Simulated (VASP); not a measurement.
# As in VASP: a series of runs

The runs below take As through single point, with PBE+D3(BJ).

All numbers are computed with VASP 6.6.1; they aren't measurements. Logs are shortened: lines on timing, memory, paths and dates and some standing lists are left out, and cuts for length are marked.

### Step 1. The cell of the first run

The cell holds a slab with vacuum, 2 atoms: a = 3.521 Å, b = 3.521 Å, c = 28.574 Å, α = 90.00°, β = 90.00°, γ = 120.00°.

### Step 2. Single point, PBE+D3(BJ)

INCAR reads:

```
  PREC = Accurate
  ENCUT = 520
  EDIFF = 1E-6
  ISMEAR = 0
  SIGMA = 0.02
  LREAL = False
  LASPH = True
  NELM = 100
  ALGO = Normal
  ISIF = 2
  LWAVE = False
  LCHARG = True
  LDIPOL = True
  IDIPOL = 3
  DIPOL = 0.5 0.5 0.500
  GGA = PE
  IVDW = 12
  LELF = True
  LVHAR = True
  LVACPOTAV = True
  NBANDS = 12
```

KPOINTS reads:

```
Automatic mesh
0
Gamma
  9 9 1
```

POSCAR reads:

```
As
1.0
    3.5210000000      0.0000000000      0.0000000000
   -1.7605000000      3.0492754467      0.0000000000
    0.0000000000      0.0000000000     28.5742413766
As
2
Direct
    0.3333333333      0.6666666667      0.4790370638
    0.6666666667      0.3333333333      0.5209629362
```

Potentials or basis: VASP PAW PBE potentials, release 64 (As).

Command:

```sh
> cat potpaw_PBE.64/As/POTCAR > POTCAR
> mpirun -np 1 vasp_std > vasp.out
```

OUTCAR:

```text
PREC = Accurate
   ENCUT = 520
   EDIFF = 1E-6
   ISMEAR = 0
   LREAL = False
   LASPH = True
   NELM = 100
   ISIF = 2
   GGA = PE
   IVDW = 12
 IVDW          = 12

 ion  position               nearest neighbor table
   1  0.333  0.667  0.479-   2 2.36   2 2.36   2 2.36
   2  0.667  0.333  0.521-   1 2.36   1 2.36   1 2.36

  LATTYP: Found a hexagonal cell.
 ALAT       =     3.5210000000
 C/A-ratio  =     8.1153767045

  Lattice vectors:

 A1 = (   3.5210000000,   0.0000000000,   0.0000000000)
 A2 = (  -1.7605000000,   3.0492754467,   0.0000000000)
 A3 = (   0.0000000000,   0.0000000000,  28.5742413766)

Analysis of symmetry for initial positions (statically):
=====================================================================
 Subroutine PRICEL returns:
 Original cell was already a primitive cell.

 Routine SETGRP: Setting up the symmetry group for a
 hexagonal supercell.

 Subroutine GETGRP returns: Found 12 space group operations
 (whereof 12 operations were pure point group operations)
 out of a pool of 24 trial point group operations.

The static configuration has the point symmetry D_3d.

Analysis of symmetry for dynamics (positions and initial velocities):
=====================================================================
 Subroutine PRICEL returns:
 Original cell was already a primitive cell.

 Routine SETGRP: Setting up the symmetry group for a
 hexagonal supercell.

 Subroutine GETGRP returns: Found 12 space group operations
 (whereof 12 operations were pure point group operations)
 out of a pool of 24 trial point group operations.

The dynamic configuration has the point symmetry D_3d.

 Subroutine INISYM returns: Found 12 space group operations
 (whereof 12 operations are pure point group operations),
 and found     1 'primitive' translations

----------------------------------------------------------------------------------------

                                     Primitive cell

  volume of cell :     306.7873

  direct lattice vectors                    reciprocal lattice vectors
     3.521000000  0.000000000  0.000000000     0.284010224  0.163973379  0.000000000
    -1.760500000  3.049275447  0.000000000     0.000000000  0.327946759  0.000000000
     0.000000000  0.000000000 28.574241377     0.000000000  0.000000000  0.034996555

  length of vectors
     3.521000000  3.521000000 28.574241377     0.327946759  0.327946759  0.034996555

  position of ions in fractional coordinates (direct lattice)
     0.333333333  0.666666667  0.479037064
     0.666666667  0.333333333  0.520962936

  ion indices of the primitive-cell ions
   primitive index   ion index
                 1           1
                 2           2

----------------------------------------------------------------------------------------

 KPOINTS: Automatic mesh

Automatic generation of k-mesh.
 Grid dimensions read from file:
 generate k-points for:    9    9    1

 Generating k-lattice:

  Cartesian coordinates                     Fractional coordinates (reciprocal lattice)
     0.031556692  0.018219264  0.000000000     0.111111111  0.000000000  0.000000000
     0.000000000  0.036438529  0.000000000     0.000000000  0.111111111  0.000000000
     0.000000000  0.000000000  0.034996555     0.000000000  0.000000000  1.000000000

  Length of vectors
     0.036438529  0.036438529  0.034996555

  Shift w.r.t. Gamma in fractional coordinates (k-lattice)
     0.000000000  0.000000000  0.000000000

 Subroutine IBZKPT returns following result:
 ===========================================

 Found     12 irreducible k-points:

 Following reciprocal coordinates:
            Coordinates               Weight
  0.000000  0.000000  0.000000      1.000000
  0.111111  0.000000  0.000000      6.000000
  0.222222  0.000000  0.000000      6.000000
  0.333333 -0.000000  0.000000      6.000000
  0.444444  0.000000  0.000000      6.000000
  0.111111  0.111111  0.000000      6.000000
  0.222222  0.111111  0.000000     12.000000
  0.333333  0.111111  0.000000     12.000000
  0.444444  0.111111  0.000000      6.000000
  0.222222  0.222222  0.000000      6.000000
  0.333333  0.222222  0.000000     12.000000
  0.333333  0.333333  0.000000      2.000000
   k-points           NKPTS =     12   k-points in BZ     NKDIM =     12   number of bands    NBANDS=     12
   number of dos      NEDOS =    301   number of ions     NIONS =      2
   total plane-waves  NPLWV = 169344
   dimension x,y,z NGX =    28 NGY =   28 NGZ =  216
   dimension x,y,z NGXF=    56 NGYF=   56 NGZF=  432
   ions per type =               2
   NGX,Y,Z   is equivalent  to a cutoff of  13.22, 13.22, 12.57 a.u.
   NGXF,Y,Z  is equivalent  to a cutoff of  26.44, 26.44, 25.13 a.u.
 SYSTEM =  unknown system
   PREC   = accura    normal or accurate (medium, high low for compatibility)
   ISTART =      0    job   : 0-new  1-cont  2-samecut
   ICHARG =      2    charge: 1-file 2-atom 10-const
   ISPIN  =      1    spin polarized calculation?
   LNONCOLLINEAR =      F non collinear calculations
   LSORBIT =      F    spin-orbit coupling
   LASPH  =      T    aspherical Exc in radial PAW
   ENCUT  =  520.0 eV  38.22 Ry    6.18 a.u.   6.55  6.55 53.13*2*pi/ulx,y,z
   NELM   =    100;   NELMIN=  2; NELMDL= -5     # of ELM steps
   EDIFF  = 0.1E-05   stopping-criterion for ELM
   LREAL  =      F    real-space projection
   EDIFFG = 0.1E-04   stopping-criterion for IOM
   NSW    =      0    number of steps for IOM
   IBRION =     -1    ionic relax: 0-MD 1-quasi-New 2-CG
   NFREE  =      0    steps in history (QN), initial steepest desc. (CG)
   ISIF   =      2    stress and relaxation
   ISYM   =      2    0-nonsym 1-usesym 2-fastsym
   POTIM  = 0.5000    time-step for ionic-motion
   TEBEG  =    0.0;   TEEND  =   0.0 temperature during run
   PSTRESS=    0.0 pullay stress
   NELECT =      10.0000    total number of electrons
   NUPDOWN=      -1.0000    fix difference up-down
   EMIN   =  10.00;   EMAX   =-10.00  energy-range for DOS
   EFERMI =   0.00;   METHOD = LEGACY
   ISMEAR =     0;   SIGMA  =   0.02  broadening in eV -4-tet -1-fermi 0-gaus
   EFERMI_NEDOS =   21; number of points for ismear=-14 and -15
   IALGO  =     38    algorithm
   IMIX   =      4    mixing-type and parameters
     AMIX     =   0.40;   BMIX     =  1.00
     AMIX_MAG =   1.60;   BMIX_MAG =  1.00
  volume/ion in A,a.u.               =     153.39      1035.15
  Fermi-wavevector in a.u.,A,eV,Ry     =   0.522953  0.988237  3.720914  0.273479
  Thomas-Fermi vector in A             =   1.542003
   LORBIT       =      0    0 simple, 1 ext, 2 COOP (PROOUT), +10 PAW based schemes
   GGA     = PE    functional components
   LHFCALC =     F    Hartree Fock is set to
   AEXX    =    0.0000 exact exchange contribution
   IVDW    =    12    specifies the selected vdW correction
   LEPSILON=     F    determine dielectric tensor
   LRPA    =     F    only Hartree local field effects (RPA)
 non-spin polarized calculation
 Gauss-broadening in eV      SIGMA  =   0.02
  energy-cutoff  :      520.00
  volume of cell :      306.79
 maximum number of plane-waves:      8399
 NGX is ok and might be reduce to    28
   NGX = 13   NGY = 13   NGZ =107

 number of electron      10.0000000 magnetization

 dipolmoment           0.000000      0.000000     -0.000000 electrons x Angstroem

 Free energy of the ion-electron system (eV)
  ---------------------------------------------------
  ext. energy  EPLUGINS =         0.00000000
  ---------------------------------------------------
  free energy    TOTEN  =        -8.94247085 eV

  energy without entropy =       -8.94247085  energy(sigma->0) =       -8.94247085

 E-fermi :  -3.9983     XC(G=0):  -1.8501

 val. band max:       -4.1394039485   @ k =   0.1111   0.1111   0.0000
 cond. band min:      -2.6906448573   @ k =   0.3333  -0.0000   0.0000
 fundamental gap:      1.4487590912
 Fermi energy:        -3.9982577471

 k-point     1 :       0.0000    0.0000    0.0000
  band No.  band energies     occupation
      1     -18.8962      2.00000
      2     -10.9402      2.00000
      3      -4.9506      2.00000
      4      -4.9506      2.00000
      5      -4.3093      2.00000
      6      -2.5155      0.00000
      7      -0.7387      0.00000
      8      -0.7387      0.00000
      9       0.7819      0.00000
     10       1.1659      0.00000
     11       1.5330      0.00000
     12       1.7330      0.00000

 k-point     2 :       0.1111    0.0000    0.0000
  band No.  band energies     occupation
      1     -18.7173      2.00000
      2     -10.9224      2.00000
      3      -6.3850      2.00000
      4      -5.3306      2.00000
      5      -4.2310      2.00000
      6      -1.7616      0.00000
      7      -0.5498      0.00000
      8      -0.2401      0.00000
      9       0.9928      0.00000
     10       1.3451      0.00000
     11       1.7232      0.00000
     12       1.9328      0.00000

 k-point     3 :       0.2222    0.0000    0.0000
  band No.  band energies     occupation
      1     -18.1887      2.00000
      2     -11.1767      2.00000
      3      -7.9777      2.00000
      4      -6.0443      2.00000
      5      -4.1615      2.00000
      6      -2.4227      0.00000
      7       0.4916      0.00000
      8       0.6146      0.00000
      9       1.5099      0.00000
     10       1.9795      0.00000
     11       2.3178      0.00000
     12       2.5198      0.00000

 k-point     4 :       0.3333   -0.0000    0.0000
  band No.  band energies     occupation
      1     -17.3490      2.00000
      2     -12.3447      2.00000
      3      -8.2382      2.00000
      4      -6.6450      2.00000
      5      -4.6497      2.00000
      6      -2.6906      0.00000
      7      -0.0652      0.00000
      8       1.0389      0.00000
      9       2.4592      0.00000
     10       2.7561      0.00000
     11       3.2529      0.00000
     12       3.5109      0.00000

 k-point     5 :       0.4444    0.0000    0.0000
  band No.  band energies     occupation
      1     -16.3940      2.00000
      2     -13.7220      2.00000
      3      -7.7561      2.00000
      4      -6.9704      2.00000
      5      -5.4508      2.00000
      6      -2.6629      0.00000
      7      -0.3335      0.00000
      8       1.1005      0.00000
      9       2.5283      0.00000
     10       3.8302      0.00000
     11       4.4309      0.00000
     12       4.7179      0.00000

 k-point     6 :       0.1111    0.1111    0.0000
  band No.  band energies     occupation
      1     -18.3631      2.00000
      2     -11.0260      2.00000
      3      -7.5424      2.00000
      4      -6.1803      2.00000
      5      -4.1394      2.00000
      6      -1.1849      0.00000
      7      -0.9297      0.00000
      8       0.9310      0.00000
      9       1.4066      0.00000
     10       1.6426      0.00000
     11       2.0879      0.00000
     12       2.3285      0.00000

 k-point     7 :       0.2222    0.1111    0.0000
  band No.  band energies     occupation
      1     -17.6735      2.00000
      2     -11.7692      2.00000
      3      -8.1689      2.00000
      4      -7.1268      2.00000
      5      -4.2713      2.00000
      6      -1.7007      0.00000
      7       0.0712      0.00000
      8       0.6540      0.00000
      9       2.0900      0.00000
     10       2.3668      0.00000
     11       2.8442      0.00000
     12       3.1160      0.00000

 k-point     8 :       0.3333    0.1111    0.0000
  band No.  band energies     occupation
      1     -16.7255      2.00000
      2     -13.1436      2.00000
      3      -8.1509      2.00000
      4      -7.3795      2.00000
      5      -4.9871      2.00000
      6      -1.7101      0.00000
      7      -0.2400      0.00000
      8       0.5678      0.00000
      9       3.0003      0.00000
     10       3.2688      0.00000
     11       3.9547      0.00000
     12       4.2686      0.00000

 k-point     9 :       0.4444    0.1111    0.0000
  band No.  band energies     occupation
      1     -16.0317      2.00000
      2     -14.0451      2.00000
      3      -8.2320      2.00000
      4      -7.0171      2.00000
      5      -5.6080      2.00000
      6      -1.5681      0.00000
      7      -0.6202      0.00000
      8       0.8475      0.00000
      9       2.5721      0.00000
     10       4.7724      0.00000
     11       4.8116      0.00000
     12       5.1764      0.00000

 k-point    10 :       0.2222    0.2222    0.0000
  band No.  band energies     occupation
      1     -16.8515      2.00000
      2     -12.8143      2.00000
      3      -8.4627      2.00000
      4      -7.6884      2.00000
      5      -4.7018      2.00000
      6      -0.7201      0.00000
      7      -0.5016      0.00000
      8       0.9889      0.00000
      9       2.5133      0.00000
     10       3.1027      0.00000
     11       3.7205      0.00000
     12       4.0222      0.00000

 k-point    11 :       0.3333    0.2222    0.0000
  band No.  band energies     occupation
      1     -15.8686      2.00000
      2     -13.9879      2.00000
      3      -9.1570      2.00000
      4      -6.9190      2.00000
      5      -5.4709      2.00000
      6      -1.3079      0.00000
      7       0.2815      0.00000
      8       0.9955      0.00000
      9       3.2024      0.00000
     10       4.3974      0.00000
     11       4.6555      0.00000
     12       4.8302      0.00000

 k-point    12 :       0.3333    0.3333    0.0000
  band No.  band energies     occupation
      1     -14.9060      2.00000
      2     -14.9060      2.00000
      3      -9.6463      2.00000
      4      -6.1350      2.00000
      5      -6.1350      2.00000
      6      -1.7653      0.00000
      7       1.2785      0.00000
      8       1.2785      0.00000
      9       4.0106      0.00000
     10       4.5701      0.00000
     11       4.5701      0.00000
     12       5.3626      0.00000

------------------------ aborting loop because EDIFF is reached ----------------------------------------

 Edisp (eV)   -0.44159

 E8    (eV) :    -0.2003

  FORCE on cell =-STRESS in cart. coord.  units (eV):
  Direction    XX          YY          ZZ          XY          YZ          ZX
  --------------------------------------------------------------------------------------
  -------------------------------------------------------------------------------------
  Total       2.86310     2.86310     3.95056     0.00000     0.00000     0.00000
  in kB      14.95238    14.95238    20.63153     0.00000     0.00000     0.00000
  external pressure =       16.85 kB  Pullay stress =        0.00 kB

 VOLUME and BASIS-vectors are now :
 -----------------------------------------------------------------------------
  energy-cutoff  :      520.00
  volume of cell :      306.79
      direct lattice vectors                 reciprocal lattice vectors
     3.521000000  0.000000000  0.000000000     0.284010224  0.163973379  0.000000000
    -1.760500000  3.049275447  0.000000000     0.000000000  0.327946759  0.000000000
     0.000000000  0.000000000 28.574241377     0.000000000  0.000000000  0.034996555

 POSITION                                       TOTAL-FORCE (eV/Angst)
 -----------------------------------------------------------------------------------
     -0.00000      2.03285     13.68812         0.000000      0.000000     -3.299196
      1.76050      1.01643     14.88612        -0.000000     -0.000000      3.299196
 -----------------------------------------------------------------------------------
    total drift:                                0.000000     -0.000000      0.000000

  FREE ENERGIE OF THE ION-ELECTRON SYSTEM (eV)
  ---------------------------------------------------
  free  energy   TOTEN  =        -9.3840592214 eV

  energy  without entropy=       -9.3840592214  energy(sigma->0) =       -9.38405922

 vacuum level on the upper side and lower side of the slab         1.423         1.423
```

Run time: 2.2 min. Hardware: 1 thread of Intel Xeon 8259CL, shared host; peak memory 0.42 GiB.

What came out:

```yaml
Free_energy: -9.3841 eV
Largest_force: 3.299 eV/Å
Band_gap_on_the_k_mesh: 1.45 eV, indirect (least direct gap 1.74 eV)
Dispersion_energy_per_atom: -0.221 eV
```

Forces on the atoms (eV/Å):
```
As   0.000  0.000 -3.299
As   0.000  0.000  3.299
```

Levels at points of the mesh, in eV from the valence-band top:
| k point | band 3 | band 4 | band 5 | band 6 | band 7 | band 8 |
| --- | --- | --- | --- | --- | --- | --- |
| (0.00, 0.00, 0.00) | -0.81 | -0.81 | -0.17 | 1.62 | 3.40 | 3.40 |

### Step 3. Single point, PBE+D3(BJ)

INCAR reads:

```
PREC = Accurate
ENCUT = 520
EDIFF = 1E-7
ISMEAR = 0
SIGMA = 0.02
LREAL = F
LASPH = T
NELM = 60
ALGO = Normal
ISIF = 2
LWAVE = F
LCHARG = F
LDIPOL = T
IDIPOL = 3
DIPOL = 0.5 0.5 0.500
GGA = PE
IVDW = 12
NBANDS = 12
```

KPOINTS reads:

```
regular mesh
0
Gamma
  9 9 1
```

POSCAR reads:

```
As
1.0
    3.5210000000      0.0000000000      0.0000000000
   -1.7605000000      3.0492754467      0.0000000000
    0.0000000000      0.0000000000     28.5742413766
As
2
Direct
    0.3333333333      0.6666666667      0.4685555956
    0.6666666667      0.3333333333      0.5314444044
```

Potentials or basis: VASP PAW PBE potentials, release 64 (As).

Command:

```sh
> cat potpaw_PBE.64/As/POTCAR > POTCAR
> mpirun -np 1 vasp_std > vasp.out
```

Wall time 2.8 min (1 thread of Intel Xeon 8259CL, shared host); peak memory 0.42 GiB.

The run converged. Its results:

```yaml
Free_energy: -8.9843 eV
Largest_force: 2.800 eV/Å
Band_gap_on_the_k_mesh: zero (band 5 reaches -2.25 eV, above the bottom of band 6 at -2.87 eV)
Dispersion_energy_per_atom: -0.211 eV
```

Forces on the atoms (eV/Å):
```
As   0.000  0.000  2.800
As   0.000  0.000 -2.800
```

Levels at points of the mesh, in eV from the Fermi level:
| k point | band 1 | band 2 | band 3 | band 4 | band 5 | band 6 | band 7 | band 8 | band 9 | band 10 |
| --- | --- | --- | --- | --- | --- | --- | --- | --- | --- | --- |
| (0.00, 0.00, 0.00) | -13.64 | -9.42 | -2.75 | 0.39 | 0.39 | 1.43 | 2.67 | 2.67 | 3.63 | 3.78 |

### Step 4. Single point, PBE+D3(BJ)

INCAR reads:

```
SYSTEM = As
ALGO = Normal ; DIPOL = 0.5 0.5 0.500
EDIFF = 1E-7 ; ENCUT = 520
GGA = PE ; IDIPOL = 3
ISIF = 2 ; ISMEAR = 0
IVDW = 12 ; LASPH = .TRUE.
LCHARG = .FALSE. ; LDIPOL = .TRUE.
LREAL = .FALSE. ; LWAVE = .FALSE.
NBANDS = 12 ; NELM = 100
PREC = Accurate ; SIGMA = 0.02
```

KPOINTS reads:

```
k-points
0
G
  9 9 1
  0 0 0
```

POSCAR reads:

```
As
1.0
    3.5210000000      0.0000000000      0.0000000000
   -1.7605000000      3.0492754467      0.0000000000
    0.0000000000      0.0000000000     28.5742413766
As
2
Direct
    0.3333333333      0.6666666667      0.4947680151
    0.6666666667      0.3333333333      0.5052319849
```

Command:

```sh
> cat potpaw_PBE.64/As/POTCAR > POTCAR
> mpirun -np 1 vasp_std > vasp.out
```

Run time: 2.5 min. Hardware: 1 thread of Intel Xeon 8259CL, shared host; peak memory 0.42 GiB.

It converged, with:

| Property | Result |
| --- | --- |
| Free energy | -4.4846 eV |
| Largest force | 3.662 eV/Å |
| Band gap on the k mesh | zero (band 5 reaches -1.85 eV, above the bottom of band 6 at -3.45 eV) |
| Dispersion energy per atom | -0.228 eV |

Forces in eV/Å, atoms in the order of the input:
```
As   0.000  0.000 -3.662
As   0.000  0.000  3.662
```

Levels at points of the mesh, in eV from the Fermi level:
```tsv
k point	band 2	band 3	band 4	band 5	band 6	band 7	band 8	band 9
(0.00, 0.00, 0.00)	-6.54	-4.70	-4.70	-1.43	1.44	1.44	1.61	3.41
```
